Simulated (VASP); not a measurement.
# Ni (Fm-3m) in VASP: relaxation of cell and atoms with LDA

Aim: the relaxation of cell and atoms of Ni with LDA.

All numbers are computed with VASP 6.6.1; they aren't measurements. Logs are shortened: lines on timing, memory, paths and dates and some standing lists are left out, and cuts for length are marked.

## Step 1: The cell of the first run

It takes space group Fm-3m (No. 225, cubic). The conventional cell has a = 3.425 Å, b = 3.425 Å, c = 3.425 Å, α = 90.00°, β = 90.00°, γ = 90.00°. Within 3.2 Å of Ni (site symmetry m-3m) lie 12 Ni at 2.42 Å.

## Step 2: Relaxation of cell and atoms, LDA, collinear spin, ferromagnetic start

The input, INCAR:

```
SYSTEM = Ni
ALGO = Normal ; EDIFF = 1E-6
EDIFFG = -0.005 ; ENCUT = 600
GGA = CA ; IBRION = 2
ISIF = 3 ; ISMEAR = -1
ISPIN = 2 ; LASPH = .TRUE.
LCHARG = .FALSE. ; LMAXMIX = 4
LORBIT = 11 ; LREAL = .FALSE.
LWAVE = .FALSE. ; MAGMOM = 1
NELM = 150 ; NSW = 60
PREC = Accurate ; SIGMA = 0.05
```

The input, KPOINTS:

```
k-points
0
G
  21 21 21
  0 0 0
```

The input, POSCAR:

```
Ni
1.0
    0.0000000000      1.7124802420      1.7124802420
    1.7124802420      0.0000000000      1.7124802420
    1.7124802420      1.7124802420      0.0000000000
Ni
1
Direct
    0.0000000000      0.0000000000      0.0000000000
```

Potentials or basis: VASP PAW LDA potentials, release 64 (Ni).

The run is started by

```console
$ cat potpaw_LDA.64/Ni/POTCAR > POTCAR
$ mpirun -np 1 vasp_std > vasp.out
```

OUTCAR:

```text
SYSTEM = Ni
   EDIFF = 1E-6
   EDIFFG = -0.005
   ENCUT = 600
   GGA = CA
   IBRION = 2
   ISIF = 3
   ISMEAR = -1
   ISPIN = 2
   LASPH = .TRUE.
   LORBIT = 11
   LREAL = .FALSE.
   NELM = 150
   NSW = 60
   PREC = Accurate

 ion  position               nearest neighbor table
   1  0.000  0.000  0.000-

  LATTYP: Found a face centered cubic cell.
 ALAT       =     3.4249604840

  Lattice vectors:

 A1 = (   0.0000000000,   1.7124802420,   1.7124802420)
 A2 = (   1.7124802420,   0.0000000000,   1.7124802420)
 A3 = (   1.7124802420,   1.7124802420,   0.0000000000)

Analysis of symmetry for initial positions (statically):
=====================================================================
 Subroutine PRICEL returns:
 Original cell was already a primitive cell.

 Routine SETGRP: Setting up the symmetry group for a
 face centered cubic supercell.

 Subroutine GETGRP returns: Found 48 space group operations
 (whereof 48 operations were pure point group operations)
 out of a pool of 48 trial point group operations.

The static configuration has the point symmetry O_h .

Analysis of symmetry for dynamics (positions and initial velocities):
=====================================================================
 Subroutine PRICEL returns:
 Original cell was already a primitive cell.

 Routine SETGRP: Setting up the symmetry group for a
 face centered cubic supercell.

 Subroutine GETGRP returns: Found 48 space group operations
 (whereof 48 operations were pure point group operations)
 out of a pool of 48 trial point group operations.

The dynamic configuration has the point symmetry O_h .

Analysis of structural, dynamic, and magnetic symmetry:
=====================================================================
 Subroutine PRICEL returns:
 Original cell was already a primitive cell.

 Routine SETGRP: Setting up the symmetry group for a
 face centered cubic supercell.

 Subroutine GETGRP returns: Found 48 space group operations
 (whereof 48 operations were pure point group operations)
 out of a pool of 48 trial point group operations.

The overall configuration has the point symmetry O_h .

 Subroutine INISYM returns: Found 48 space group operations
 (whereof 48 operations are pure point group operations),
 and found     1 'primitive' translations

----------------------------------------------------------------------------------------

                                     Primitive cell

  volume of cell :      10.0440

  direct lattice vectors                    reciprocal lattice vectors
     0.000000000  1.712480242  1.712480242    -0.291974172  0.291974172  0.291974172
     1.712480242  0.000000000  1.712480242     0.291974172 -0.291974172  0.291974172
     1.712480242  1.712480242  0.000000000     0.291974172  0.291974172 -0.291974172

  length of vectors
     2.421812784  2.421812784  2.421812784     0.505714100  0.505714100  0.505714100

  position of ions in fractional coordinates (direct lattice)
     0.000000000  0.000000000  0.000000000

  ion indices of the primitive-cell ions
   primitive index   ion index
                 1           1

----------------------------------------------------------------------------------------

 KPOINTS: k-points

Automatic generation of k-mesh.
 Grid dimensions read from file:
 generate k-points for:   21   21   21

 Generating k-lattice:

  Cartesian coordinates                     Fractional coordinates (reciprocal lattice)
    -0.013903532  0.013903532  0.013903532     0.047619048  0.000000000  0.000000000
     0.013903532 -0.013903532  0.013903532     0.000000000  0.047619048  0.000000000
     0.013903532  0.013903532 -0.013903532     0.000000000  0.000000000  0.047619048

  Length of vectors
     0.024081624  0.024081624  0.024081624

  Shift w.r.t. Gamma in fractional coordinates (k-lattice)
     0.000000000  0.000000000  0.000000000

 Subroutine IBZKPT returns following result:
 ===========================================

 Found    286 irreducible k-points:

 Following reciprocal coordinates:
            Coordinates               Weight
  0.000000  0.000000  0.000000      1.000000
  0.047619  0.000000  0.000000      8.000000
  0.095238  0.000000  0.000000      8.000000
  0.142857  0.000000  0.000000      8.000000
  0.190476  0.000000  0.000000      8.000000
  0.238095  0.000000  0.000000      8.000000
[... 16 lines left out ...]
 -0.428571  0.047619  0.000000     24.000000
 -0.380952  0.047619  0.000000     24.000000
 [... further k-points ...]
   k-points           NKPTS =    286   k-points in BZ     NKDIM =    286   number of bands    NBANDS=     10
   number of dos      NEDOS =    301   number of ions     NIONS =      1
   total plane-waves  NPLWV =   8000
   dimension x,y,z NGX =    20 NGY =   20 NGZ =   20
   dimension x,y,z NGXF=    40 NGYF=   40 NGZF=   40
   ions per type =               1
   NGX,Y,Z   is equivalent  to a cutoff of  13.73, 13.73, 13.73 a.u.
   NGXF,Y,Z  is equivalent  to a cutoff of  27.46, 27.46, 27.46 a.u.
 SYSTEM =  Ni
   PREC   = accura    normal or accurate (medium, high low for compatibility)
   ISTART =      0    job   : 0-new  1-cont  2-samecut
   ICHARG =      2    charge: 1-file 2-atom 10-const
   ISPIN  =      2    spin polarized calculation?
   LNONCOLLINEAR =      F non collinear calculations
   LSORBIT =      F    spin-orbit coupling
   LASPH  =      T    aspherical Exc in radial PAW
   ENCUT  =  600.0 eV  44.10 Ry    6.64 a.u.   4.84  4.84  4.84*2*pi/ulx,y,z
   NELM   =    150;   NELMIN=  2; NELMDL= -5     # of ELM steps
   EDIFF  = 0.1E-05   stopping-criterion for ELM
   LREAL  =      F    real-space projection
   EDIFFG = -.5E-02   stopping-criterion for IOM
   NSW    =     60    number of steps for IOM
   IBRION =      2    ionic relax: 0-MD 1-quasi-New 2-CG
   NFREE  =      1    steps in history (QN), initial steepest desc. (CG)
   ISIF   =      3    stress and relaxation
   ISYM   =      2    0-nonsym 1-usesym 2-fastsym
   POTIM  = 0.5000    time-step for ionic-motion
   TEBEG  =    0.0;   TEEND  =   0.0 temperature during run
   PSTRESS=    0.0 pullay stress
   NELECT =      10.0000    total number of electrons
   NUPDOWN=      -1.0000    fix difference up-down
   EMIN   =  10.00;   EMAX   =-10.00  energy-range for DOS
   EFERMI =   0.00;   METHOD = LEGACY
   ISMEAR =    -1;   SIGMA  =   0.05  broadening in eV -4-tet -1-fermi 0-gaus
   EFERMI_NEDOS =   21; number of points for ismear=-14 and -15
   IALGO  =     38    algorithm
   IMIX   =      4    mixing-type and parameters
     AMIX     =   0.40;   BMIX     =  1.00
     AMIX_MAG =   1.60;   BMIX_MAG =  1.00
  volume/ion in A,a.u.               =      10.04        67.78
  Fermi-wavevector in a.u.,A,eV,Ry     =   1.634705  3.089144 36.358289  2.672259
  Thomas-Fermi vector in A             =   2.726299
   LORBIT       =     11    0 simple, 1 ext, 2 COOP (PROOUT), +10 PAW based schemes
   GGA     = CA    functional components
   LHFCALC =     F    Hartree Fock is set to
   AEXX    =    0.0000 exact exchange contribution
   IVDW    =     0    specifies the selected vdW correction
   LEPSILON=     F    determine dielectric tensor
   LRPA    =     F    only Hartree local field effects (RPA)
 conjugate gradient relaxation of ions
 spin polarized calculation
  energy-cutoff  :      600.00
  volume of cell :       10.04
 maximum number of plane-waves:       347
   NGX =  9   NGY =  9   NGZ =  9

--------------------------------------- Ionic step        1  -------------------------------------------

 number of electron      10.0000000 magnetization       1.0000000

 number of electron       9.9999993 magnetization       0.5650274

 Free energy of the ion-electron system (eV)
  ---------------------------------------------------
  ext. energy  EPLUGINS =         0.00000000
  ---------------------------------------------------
  free energy    TOTEN  =        -6.58706129 eV

  energy without entropy =       -6.57359820  energy(sigma->0) =       -6.58032975

------------------------ aborting loop because EDIFF is reached ----------------------------------------

  FORCE on cell =-STRESS in cart. coord.  units (eV):
  Direction    XX          YY          ZZ          XY          YZ          ZX
  --------------------------------------------------------------------------------------
  -------------------------------------------------------------------------------------
  Total       -0.0400423     -0.0400423     -0.0400423      0.0000000      0.0000000     -0.0000000
  in kB       -6.3873835     -6.3873835     -6.3873835      0.0000000      0.0000000     -0.0000000
  external PRESSURE =      -6.3873835 kB  Pullay stress =       0.0000000 kB
[... 55 lines left out ...]
  energy  without entropy=       -6.5736704968  energy(sigma->0) =       -6.58034619

--------------------------------------- Ionic step        3  -------------------------------------------

 number of electron       9.9999993 magnetization       0.5650670

 Free energy of the ion-electron system (eV)
  ---------------------------------------------------
  ext. energy  EPLUGINS =         0.00000000
  ---------------------------------------------------
  free energy    TOTEN  =        -6.58710962 eV

  energy without entropy =       -6.57369407  energy(sigma->0) =       -6.58040184

 E-fermi :  10.2485     XC(G=0): -14.1073

 val. band max:       10.2466399764   @ k =  -0.3810   0.1429   0.0476
 cond. band min:      10.2487548129   @ k =  -0.4762   0.1905   0.0952
 fundamental gap:      0.0021148365
 Fermi energy:        10.2484551550

 spin component 1

 k-point     1 :       0.0000    0.0000    0.0000
  band No.  band energies     occupation
      1       0.6842      1.00000
      2       7.7016      1.00000
      3       7.7016      1.00000
      4       7.7016      1.00000
      5       9.0001      1.00000
      6       9.0001      1.00000
      7      34.7206      0.00000
      8      39.1379      0.00000
      9      39.1379      0.00000
     10      39.1379      0.00000
[... 287 lines left out ...]
 k-point    24 :      -0.3810    0.0476    0.0000
  band No.  band energies     occupation
      1       4.8554      1.00000
      2       7.7283      1.00000
      3       7.7881      1.00000
      4       8.3504      1.00000
      5       9.5348      1.00000
      6       9.9499      0.99746
      7      18.9209      0.00000
      8      32.8684      0.00000
      9      35.3140      0.00000
     10      37.0956      0.00000

 [... further k-points ...]

 spin component 2

 k-point     1 :       0.0000    0.0000    0.0000
  band No.  band energies     occupation
      1       0.7282      1.00000
      2       8.2810      1.00000
      3       8.2810      1.00000
      4       8.2810      1.00000
      5       9.5312      1.00000
      6       9.5312      1.00000
      7      34.7112      0.00000
      8      39.1822      0.00000
      9      39.1822      0.00000
     10      39.1822      0.00000
[... 327 lines left out ...]
  FREE ENERGIE OF THE ION-ELECTRON SYSTEM (eV)
  ---------------------------------------------------
  free  energy   TOTEN  =        -6.5871096186 eV

  energy  without entropy=       -6.5736940680  energy(sigma->0) =       -6.58040184

 reached required accuracy - stopping structural energy minimisation

 total charge

# of ion       s       p       d       tot
------------------------------------------
    1        0.535   0.573   8.370   9.478

 magnetization (x)

# of ion       s       p       d       tot
------------------------------------------
    1       -0.005  -0.018   0.588   0.565
```

Wall time 1.8 min (1 thread of Intel Xeon Platinum 8259CL at 2.50GHz (Skylake/Cascade Lake), shared host); peak memory 0.18 GiB.

Results:

```yaml
Free_energy: -6.5871 eV
Relaxed_volume: 10.02 Å³/atom
Relaxed_cell: a = 2.420 Å, b = 2.420 Å, c = 2.420 Å, α = 60.00°, β = 60.00°, γ = 60.00°
Space_group_after_relaxing_to_0.1_Å: Fm-3m (No. 225)
Energy_gained_by_relaxing: 0.0 meV/atom
Ionic_steps: 3
Pressure_after_relaxing: 0.0 GPa
Net_moment: 0.57 μB per cell
Site_moments: Ni +0.56 μB
Valence_electrons_inside_the_program's_atomic_spheres: Ni 9.48
```

Final structure:
```
Ni
1.0
     0.00000    1.71108    1.71108
     1.71108    0.00000    1.71108
     1.71108    1.71108    0.00000
Ni
1
Direct
  0.00000 0.00000 0.00000
```
